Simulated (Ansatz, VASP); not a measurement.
## RbCl in VASP and in Ansatz

```
Rb Cl
1.0
     0.00000    3.31844    3.31844
     3.31844    0.00000    3.31844
     3.31844    3.31844    0.00000
Rb Cl
1 1
Direct
  0.00000 0.00000 0.00000
  0.50000 0.50000 0.50000
```

Alike in both runs: task relaxation of cell and atoms; functional PBE; k mesh 6 × 6 × 6; occupations gaussian, width 0.02 eV; no spin polarisation.

|  | VASP | Ansatz |
| --- | --- | --- |
| version | VASP 6.6.1 | Ansatz 0.2.0 |
| potentials or method | VASP PAW PBE potentials, release 64 (Rb_sv, Cl), cutoff 500 eV | scalar-relativistic, plane waves, PAW |
| valence electrons in the cell | 16 | 16 |

Ansatz gave:

| Quantity | Value |
| --- | --- |
| gap on the k mesh at the Fermi level, each at its own relaxed structure (eV) | 4.84 |
| relaxed volume (Å³/atom) | 37.55 |
| relaxed cell length with the largest relative difference (Å) | 4.736 |

Task: Estimate VASP's values.

Result: gap on the k mesh at the Fermi level, each at its own relaxed structure (eV): 4.83; relaxed volume (Å³/atom): 37.57; relaxed cell length with the largest relative difference (Å): 4.737.
